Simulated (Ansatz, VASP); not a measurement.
# Two plane-wave programs on CuRu4

```
Cu Ru
1.0
     4.09806    0.00000    0.00000
    -2.04903    3.54902    0.00000
     0.00000    0.00000    7.36625
Cu Ru
1 4
Direct
  0.00000 0.00000 0.00000
  0.33333 0.66667 0.50000
  0.66667 0.33333 0.50000
  0.00000 0.00000 0.32048
  0.00000 0.00000 0.67952
```

Alike in both runs: functional PBE; k mesh 6 × 6 × 4; occupations gaussian, width 0.1 eV; no spin polarisation.

Ansatz relaxed the structure, and its values are those at the end. VASP's run is a single point on that final structure, the one shown.

|  | VASP | Ansatz |
| --- | --- | --- |
| version | VASP 6.6.1 | Ansatz 0.2.0 |
| potentials or method | VASP PAW PBE potentials, release 64 (Cu_sv_GW, Ru_sv), cutoff 700 eV | scalar-relativistic, plane waves, PAW |
| valence electrons in the cell | 83 | 83 |

|  | VASP | Ansatz | Ansatz less VASP |
| --- | --- | --- | --- |
| gap on the k mesh at the Fermi level (eV) | none | none | - |
| pressure (GPa) | -0.6 | -0.1 | +0.53 |
| rms of the force components (eV/Å) | 0.009 | 0.004 | -0.0052 |

A gap of «none» marks a metal or a gap that the smearing closes.
